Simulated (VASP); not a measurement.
Write the native input for VASP 6.6.1 that does the following.

```
Task                   : single point
Functional             : LDA
Potentials or basis    : VASP PAW LDA potentials, release 64 (Al, Li_sv)
Cutoff                 : 520 eV
k mesh                 : 6 × 6 × 1
Occupations            : gaussian, width 0.1 eV
Spin                   : no spin polarisation
Dipole correction      : yes
Further INCAR settings : ALGO = Normal; EDIFF = 1e-07; NBANDS = 32
```

The structure of LiAl12 lies in POSCAR:

```
LiAl12
1.0
    5.6336864727      0.0000000000      0.0000000000
   -2.8168432363      4.8789156023      0.0000000000
    0.0000000000      0.0000000000     20.0321727095
Al Li
12 1
Direct
    0.3333333334      0.1666666667      0.1996787896
    0.3333333334      0.6666666667      0.1996787896
    0.8333333334      0.1666666667      0.1996787896
    0.8333333333      0.6666666667      0.1996787896
    0.1666666667      0.3333333333      0.3128097176
    0.1666666667      0.8333333333      0.3128097176
    0.6666666667      0.3333333333      0.3128097176
    0.6666666667      0.8333333333      0.3128097176
    0.0000000000      0.0000000000      0.4259234799
    0.0000000000      0.5000000000      0.4259234799
    0.5000000000      0.0000000000      0.4259234799
    0.5000000000      0.5000000000      0.4259234799
    0.0833333334      0.1666666667      0.5410786364
```

These files were run (other wordings do the same):

INCAR

```
PREC = Accurate
ENCUT = 520
EDIFF = 1E-7
ISMEAR = 0
SIGMA = 0.1
LREAL = False
LASPH = True
NELM = 100
ALGO = Normal
ISIF = 2
LWAVE = False
LCHARG = False
LDIPOL = True
IDIPOL = 3
DIPOL = 0.5 0.5 0.330
NBANDS = 32
```

KPOINTS

```
Automatic mesh
0
Gamma
  6 6 1
```

Potentials or basis: VASP PAW LDA potentials, release 64 (Al, Li_sv).

Command:

```console
$ cat potpaw_LDA.64/Al/POTCAR potpaw_LDA.64/Li_sv/POTCAR > POTCAR
$ mpirun -np 1 vasp_std > vasp.out
```

Results of the run:

```json
{"Largest force": "0.668 eV/Å", "Band gap on the k mesh": "zero (an odd number of electrons rules out a gap without spin polarisation)"}
```

Wall time 5.2 min on 1 thread of Intel(R) Xeon(R) 6975P-C (Granite Rapids), with other jobs on the host, peak memory 0.52 GiB.
